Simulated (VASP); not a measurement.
Set up this calculation in VASP 6.6.1, as the native input.

```yaml
Task: single point
Functional: PBE
Potentials_or_basis: VASP PAW PBE potentials, release 64 (Mg)
Cutoff: 520 eV
k_mesh: 10 × 10 × 3
Occupations: gaussian, width 0.021 eV
Spin: no spin polarisation
Dipole_correction: no
Further_INCAR_settings: ALGO = Fast; EDIFF = 1e-06; NBANDS = 12
```

The structure of Mg lies in POSCAR:

```
Mg
1.0
    3.1768261656      0.0000000000      0.0000000000
   -1.5884130828      2.7512121628      0.0000000000
    0.0000000000      0.0000000000     10.3188620100
Mg
4
Direct
    0.6666666667      0.3333333333      0.7500000000
    0.0000000000      0.0000000000      0.5000000000
    0.3333333333      0.6666666667      0.2500000000
    0.0000000000      0.0000000000      0.0000000000
```

These files were run (other wordings do the same):

INCAR

```
ALGO = Fast
EDIFF = 1E-6
ENCUT = 520
GGA = PE
ISIF = 2
ISMEAR = 0
LASPH = T
LCHARG = T
LELF = T
LREAL = F
LVHAR = T
LWAVE = F
NBANDS = 12
NELM = 80
PREC = Accurate
SIGMA = 0.020999999999999998
```

KPOINTS

```
k-points
0
Gamma
  10 10 3
```

Potentials or basis: VASP PAW PBE potentials, release 64 (Mg).

The run is started by

```console
$ cat potpaw_PBE.64/Mg/POTCAR > POTCAR
$ mpirun -np 1 vasp_std > vasp.out
```

Results of the run:

The pressure is 0.8 GPa and the band gap on the k mesh is zero (band 4 reaches 3.37 eV, above the bottom of band 5 at 1.48 eV).

Run time: 24 s on 1 thread of AMD EPYC 7R43 64-Core Processor (Zen 3) (shared host), peak memory 0.16 GiB.
